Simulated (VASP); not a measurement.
# MoS2 in VASP: further runs

Runs on MoS2. Level: PBEsol. Tasks: single point.

All numbers are computed with VASP 6.6.1; they aren't measurements. Logs are shortened: lines on timing, memory, paths and dates and some standing lists are left out, and cuts for length are marked.

### 1 The cell of the first run

The cell holds a slab with vacuum, 9 atoms: a = 3.141 Å, b = 3.141 Å, c = 28.014 Å, α = 90.00°, β = 90.00°, γ = 120.00°.

### 2 Single point, PBEsol (atom 2 (Mo) moved -0.600 Å along Cartesian [0 0 1])

The input, INCAR:

```
PREC = Accurate
ENCUT = 520
EDIFF = 1E-6
ISMEAR = 0
SIGMA = 0.05
LREAL = False
LASPH = True
NELM = 60
ALGO = Normal
ISIF = 2
LWAVE = False
LCHARG = True
GGA = PS
LELF = True
LVHAR = True
NBANDS = 49
```

The input, KPOINTS:

```
regular mesh
0
Gamma
  12 12 1
```

The input, POSCAR:

```
MoS2
1.0
    3.1407285108      0.0000000000      0.0000000000
   -1.5703642554      2.7199506767      0.0000000000
    0.0000000000      0.0000000000     28.0139064959
Mo S
3 6
Direct
    0.6666666667      0.3333333333      0.0000000000
    0.3333333333      0.6666666667      0.7541132430
    0.3333333333      0.6666666667      0.2244688230
    0.3333333333      0.6666666667      0.0556609006
    0.6666666667      0.3333333333      0.8311968859
    0.6666666667      0.3333333333      0.2800842459
    0.3333333333      0.6666666667      0.9443390994
    0.6666666667      0.3333333333      0.7199157541
    0.6666666667      0.3333333333      0.1688031141
```

Potentials or basis: VASP PAW PBE potentials, release 64 (Mo_sv, S).

Started as:

```bash
$ cat potpaw_PBE.64/Mo_sv/POTCAR potpaw_PBE.64/S/POTCAR > POTCAR
$ mpirun -np 1 vasp_std > vasp.out
```

OUTCAR:

```text
PREC = Accurate
   ENCUT = 520
   EDIFF = 1E-6
   ISMEAR = 0
   LREAL = False
   LASPH = True
   NELM = 60
   ISIF = 2
   GGA = PS

 ion  position               nearest neighbor table
   1  0.667  0.333  0.000-   4 2.39   7 2.39   4 2.39   7 2.39   4 2.39   7 2.39
   2  0.333  0.667  0.754-   8 2.05   8 2.05   8 2.05   5 2.82   5 2.82   5 2.82
   3  0.333  0.667  0.224-   6 2.39   6 2.39   6 2.39   9 2.39   9 2.39   9 2.39
   4  0.333  0.667  0.056-   1 2.39   1 2.39   1 2.39
   5  0.667  0.333  0.831-   2 2.82   2 2.82   2 2.82
   6  0.667  0.333  0.280-   3 2.39   3 2.39   3 2.39
   7  0.333  0.667  0.944-   1 2.39   1 2.39   1 2.39
   8  0.667  0.333  0.720-   2 2.05   2 2.05   2 2.05
   9  0.667  0.333  0.169-   3 2.39   3 2.39   3 2.39

  LATTYP: Found a hexagonal cell.
 ALAT       =     3.1407285108
 C/A-ratio  =     8.9195568479

  Lattice vectors:

 A1 = (   3.1407285108,   0.0000000000,   0.0000000000)
 A2 = (  -1.5703642554,   2.7199506767,   0.0000000000)
 A3 = (   0.0000000000,   0.0000000000,  28.0139064959)

Analysis of symmetry for initial positions (statically):
=====================================================================
 Subroutine PRICEL returns:
 Original cell was already a primitive cell.

 Routine SETGRP: Setting up the symmetry group for a
 hexagonal supercell.

 Subroutine GETGRP returns: Found  6 space group operations
 (whereof  6 operations were pure point group operations)
 out of a pool of 24 trial point group operations.

The static configuration has the point symmetry C_3v.

Analysis of symmetry for dynamics (positions and initial velocities):
=====================================================================
 Subroutine PRICEL returns:
 Original cell was already a primitive cell.

 Routine SETGRP: Setting up the symmetry group for a
 hexagonal supercell.

 Subroutine GETGRP returns: Found  6 space group operations
 (whereof  6 operations were pure point group operations)
 out of a pool of 24 trial point group operations.

The dynamic configuration has the point symmetry C_3v.

 Subroutine INISYM returns: Found  6 space group operations
 (whereof  6 operations are pure point group operations),
 and found     1 'primitive' translations

----------------------------------------------------------------------------------------

                                     Primitive cell

  volume of cell :     239.3123

  direct lattice vectors                    reciprocal lattice vectors
     3.140728511  0.000000000  0.000000000     0.318397466  0.183826863  0.000000000
    -1.570364255  2.719950677  0.000000000     0.000000000  0.367653726  0.000000000
     0.000000000  0.000000000 28.013906496     0.000000000  0.000000000  0.035696557

  length of vectors
     3.140728511  3.140728511 28.013906496     0.367653726  0.367653726  0.035696557

  position of ions in fractional coordinates (direct lattice)
     0.666666667  0.333333333  0.000000000
     0.333333333  0.666666667  0.754113243
     0.333333333  0.666666667  0.224468823
     0.333333333  0.666666667  0.055660901
     0.666666667  0.333333333  0.831196886
     0.666666667  0.333333333  0.280084246
     0.333333333  0.666666667  0.944339099
     0.666666667  0.333333333  0.719915754
     0.666666667  0.333333333  0.168803114

  ion indices of the primitive-cell ions
   primitive index   ion index
                 1           1
                 2           2
                 3           3
                 4           4
                 5           5
                 6           6
                 7           7
                 8           8
                 9           9

----------------------------------------------------------------------------------------

 KPOINTS: regular mesh

Automatic generation of k-mesh.
 Grid dimensions read from file:
 generate k-points for:   12   12    1

 Generating k-lattice:

  Cartesian coordinates                     Fractional coordinates (reciprocal lattice)
     0.026533122  0.015318905  0.000000000     0.083333333  0.000000000  0.000000000
     0.000000000  0.030637810  0.000000000     0.000000000  0.083333333  0.000000000
     0.000000000  0.000000000  0.035696557     0.000000000  0.000000000  1.000000000

  Length of vectors
     0.030637810  0.030637810  0.035696557

  Shift w.r.t. Gamma in fractional coordinates (k-lattice)
     0.000000000  0.000000000  0.000000000

 Subroutine IBZKPT returns following result:
 ===========================================

 Found     19 irreducible k-points:

 Following reciprocal coordinates:
            Coordinates               Weight
  0.000000  0.000000  0.000000      1.000000
  0.083333  0.000000  0.000000      6.000000
  0.166667  0.000000  0.000000      6.000000
  0.250000  0.000000  0.000000      6.000000
  0.333333 -0.000000  0.000000      6.000000
  0.416667  0.000000  0.000000      6.000000
[... 11 lines left out ...]
  0.333333  0.250000  0.000000     12.000000
  0.333333  0.333333  0.000000      2.000000
   k-points           NKPTS =     19   k-points in BZ     NKDIM =     19   number of bands    NBANDS=     49
   number of dos      NEDOS =    301   number of ions     NIONS =      9
   total plane-waves  NPLWV = 120960
   dimension x,y,z NGX =    24 NGY =   24 NGZ =  210
   dimension x,y,z NGXF=    48 NGYF=   48 NGZF=  420
   ions per type =               3   6
   NGX,Y,Z   is equivalent  to a cutoff of  12.70, 12.70, 12.46 a.u.
   NGXF,Y,Z  is equivalent  to a cutoff of  25.41, 25.41, 24.92 a.u.
 SYSTEM =  unknown system
   PREC   = accura    normal or accurate (medium, high low for compatibility)
   ISTART =      0    job   : 0-new  1-cont  2-samecut
   ICHARG =      2    charge: 1-file 2-atom 10-const
   ISPIN  =      1    spin polarized calculation?
   LNONCOLLINEAR =      F non collinear calculations
   LSORBIT =      F    spin-orbit coupling
   LASPH  =      T    aspherical Exc in radial PAW
   ENCUT  =  520.0 eV  38.22 Ry    6.18 a.u.   5.84  5.84 52.09*2*pi/ulx,y,z
   NELM   =     60;   NELMIN=  2; NELMDL= -5     # of ELM steps
   EDIFF  = 0.1E-05   stopping-criterion for ELM
   LREAL  =      F    real-space projection
[... 7 lines left out ...]
   TEBEG  =    0.0;   TEEND  =   0.0 temperature during run
   PSTRESS=    0.0 pullay stress
   NELECT =      78.0000    total number of electrons
   NUPDOWN=      -1.0000    fix difference up-down
   EMIN   =  10.00;   EMAX   =-10.00  energy-range for DOS
   EFERMI =   0.00;   METHOD = LEGACY
   ISMEAR =     0;   SIGMA  =   0.05  broadening in eV -4-tet -1-fermi 0-gaus
   EFERMI_NEDOS =   21; number of points for ismear=-14 and -15
   IALGO  =     38    algorithm
   IMIX   =      4    mixing-type and parameters
     AMIX     =   0.40;   BMIX     =  1.00
     AMIX_MAG =   1.60;   BMIX_MAG =  1.00
  volume/ion in A,a.u.               =      26.59       179.44
  Fermi-wavevector in a.u.,A,eV,Ry     =   1.126639  2.129038 17.270076  1.269315
  Thomas-Fermi vector in A             =   2.263321
   LORBIT       =      0    0 simple, 1 ext, 2 COOP (PROOUT), +10 PAW based schemes
   GGA     = PS    functional components
   LHFCALC =     F    Hartree Fock is set to
   AEXX    =    0.0000 exact exchange contribution
   IVDW    =     0    specifies the selected vdW correction
   LEPSILON=     F    determine dielectric tensor
   LRPA    =     F    only Hartree local field effects (RPA)
 non-spin polarized calculation
 Gauss-broadening in eV      SIGMA  =   0.05
  energy-cutoff  :      520.00
  volume of cell :      239.31
 maximum number of plane-waves:      6500
 NGX is ok and might be reduce to    24
   NGX = 11   NGY = 11   NGZ =105

 number of electron      78.0000001 magnetization

 Free energy of the ion-electron system (eV)
  ---------------------------------------------------
  ext. energy  EPLUGINS =         0.00000000
  ---------------------------------------------------
  free energy    TOTEN  =       -66.02936750 eV

  energy without entropy =      -66.02837477  energy(sigma->0) =      -66.02887114

 E-fermi :   3.3319     XC(G=0):  -7.6547

 val. band max:        3.2761485027   @ k =   0.3333   0.2500   0.0000
 cond. band min:       3.5186954681   @ k =   0.4167   0.1667   0.0000
 fundamental gap:      0.2425469654
 Fermi energy:         3.3318724449

 k-point     1 :       0.0000    0.0000    0.0000
  band No.  band energies     occupation
      1     -57.9173      2.00000
      2     -57.8776      2.00000
      3     -57.7990      2.00000
      4     -32.1369      2.00000
      5     -32.1293      2.00000
      6     -32.0579      2.00000
[... 41 lines left out ...]
     48       6.0662      0.00000
     49       6.0662      0.00000

 k-point     2 :       0.0833    0.0000    0.0000
  band No.  band energies     occupation
      1     -57.9142      2.00000
      2     -57.8739      2.00000
      3     -57.7960      2.00000
      4     -32.1404      2.00000
      5     -32.1234      2.00000
      6     -32.0875      2.00000
[... 41 lines left out ...]
     48       5.9487      0.00000
     49       5.9810      0.00000

 k-point     3 :       0.1667    0.0000    0.0000
  band No.  band energies     occupation
      1     -57.9059      2.00000
      2     -57.8637      2.00000
      3     -57.7877      2.00000
      4     -32.2168      2.00000
      5     -32.1073      2.00000
      6     -32.1000      2.00000
[... 821 lines left out ...]
     48       6.3699      0.00000
     49       7.6417      0.00000

 k-point    19 :       0.3333    0.3333    0.0000
  band No.  band energies     occupation
      1     -57.8661      2.00000
      2     -57.8149      2.00000
      3     -57.7478      2.00000
      4     -32.5141      2.00000
      5     -32.3887      2.00000
      6     -32.1915      2.00000
[... 41 lines left out ...]
     48       6.5620      0.00000
     49       7.9251      0.00000

------------------------ aborting loop because EDIFF is reached ----------------------------------------

  FORCE on cell =-STRESS in cart. coord.  units (eV):
  Direction    XX          YY          ZZ          XY          YZ          ZX
  --------------------------------------------------------------------------------------
  -------------------------------------------------------------------------------------
  Total       12.0556720     12.0556720      2.6941492      0.0000000      0.0000000     -0.0000000
  in kB       80.7117760     80.7117760     18.0371170      0.0000000      0.0000000     -0.0000000
  external PRESSURE =      59.8202230 kB  Pullay stress =       0.0000000 kB

 VOLUME and BASIS-vectors are now :
 -----------------------------------------------------------------------------
  energy-cutoff  :      520.00
  volume of cell :      239.31
      direct lattice vectors                 reciprocal lattice vectors
     3.140728511  0.000000000  0.000000000     0.318397466  0.183826863  0.000000000
    -1.570364255  2.719950677  0.000000000     0.000000000  0.367653726  0.000000000
     0.000000000  0.000000000 28.013906496     0.000000000  0.000000000  0.035696557

 POSITION                                       TOTAL-FORCE (eV/Angst)
 -----------------------------------------------------------------------------------
      1.57036      0.90665      0.00000        -0.000000     -0.000000     -0.005543
     -0.00000      1.81330     21.12566        -0.000000     -0.000000     11.133533
     -0.00000      1.81330      6.28825         0.000000     -0.000000      0.011497
     -0.00000      1.81330      1.55928        -0.000000      0.000000      0.004489
      1.57036      0.90665     23.28507        -0.000000     -0.000000     -2.543362
      1.57036      0.90665      7.84625        -0.000000      0.000000     -0.000788
     -0.00000      1.81330     26.45463        -0.000000     -0.000000      0.000664
      1.57036      0.90665     20.16765         0.000000     -0.000000     -8.591355
      1.57036      0.90665      4.72883         0.000000     -0.000000     -0.009136
 -----------------------------------------------------------------------------------
    total drift:                               -0.000000      0.000000     -0.000057

  FREE ENERGIE OF THE ION-ELECTRON SYSTEM (eV)
  ---------------------------------------------------
  free  energy   TOTEN  =       -66.0293675041 eV

  energy  without entropy=      -66.0283747714  energy(sigma->0) =      -66.02887114
```

It took 11 min on 1 thread of AMD EPYC 7R43 (Zen 3), shared host; peak memory 0.39 GiB.

Results:

| Item | Value |
| --- | --- |
| Free energy | -66.0294 eV |
| Largest force | 11.134 eV/Å |
| Band gap on the k mesh | zero (bands 39 and 40 overlap by 1.69 eV) |

Forces on the atoms (eV/Å):
```
Mo   0.000  0.000 -0.006
Mo   0.000  0.000 11.134
Mo   0.000  0.000  0.011
S    0.000  0.000  0.004
S    0.000  0.000 -2.543
S    0.000  0.000 -0.001
S    0.000  0.000  0.001
S    0.000  0.000 -8.591
S    0.000  0.000 -0.009
```

Caveat: the cell differs from its parent crystal (atom 2 (Mo) moved -0.600 Å along Cartesian [0 0 1]); there is no dipole correction, which matters where the two faces differ; the PAW data sets were made with another functional, which shifts forces and pressure a little.

### 3 Single point, PBEsol (atom 2 (Mo) moved -0.300 Å along Cartesian [0 0 1])

The input, INCAR:

```
SYSTEM = MoS2
  ALGO = Normal
  EDIFF = 1E-7
  ENCUT = 520
  GGA = PS
  ISIF = 2
  ISMEAR = 0
  LASPH = .True.
  LCHARG = .False.
  LREAL = .False.
  LWAVE = .False.
  NBANDS = 49
  NELM = 60
  PREC = Accurate
  SIGMA = 0.05
```

The input, KPOINTS:

```
k-points
0
Gamma
  12 12 1
  0 0 0
```

Changes to POSCAR since step 2:

```diff
@@ -9,3 +9,3 @@
     0.6666666667      0.3333333333      0.0000000000
-    0.3333333333      0.6666666667      0.7541132430
+    0.3333333333      0.6666666667      0.7648222100
     0.3333333333      0.6666666667      0.2244688230
```

Potentials or basis: VASP PAW PBE potentials, release 64 (Mo_sv, S).

Started as:

```bash
$ cat potpaw_PBE.64/Mo_sv/POTCAR potpaw_PBE.64/S/POTCAR > POTCAR
$ mpirun -np 1 vasp_std > vasp.out
```

It took 9.1 min on 1 thread of AMD EPYC 7R43 (Zen 3), shared host; peak memory 0.39 GiB.

It converged, with:

```
Free energy            : -68.9759 eV
Largest force          : 8.503 eV/Å
Band gap on the k mesh : 0.30 eV (least direct gap 0.96 eV)
```

Forces on the atoms (eV/Å):
```
Mo   0.000  0.000 -0.010
Mo   0.000  0.000  8.503
Mo   0.000  0.000  0.000
S    0.000  0.000  0.005
S    0.000  0.000 -2.834
S    0.000  0.000  0.004
S    0.000  0.000 -0.014
S    0.000  0.000 -5.652
S    0.000  0.000 -0.002
```

Levels at points of the mesh, in eV from the valence-band top:
| k point | band 37 | band 38 | band 39 | band 40 | band 41 | band 42 |
| --- | --- | --- | --- | --- | --- | --- |
| (0.00, 0.00, 0.00) | -1.22 | -0.67 | 0.00 | 1.23 | 1.23 | 1.81 |
| (0.50, 0.00, 0.00) | -1.72 | -1.54 | -1.33 | 1.19 | 1.33 | 1.36 |

Caveat: the cell differs from its parent crystal (atom 2 (Mo) moved -0.300 Å along Cartesian [0 0 1]); there is no dipole correction, which matters where the two faces differ; semilocal functionals underestimate gaps, and a narrow one can read as zero; the PAW data sets were made with another functional, which shifts forces and pressure a little.

The gap in the log of VASP goes by the Fermi energy; the results here count the filled bands.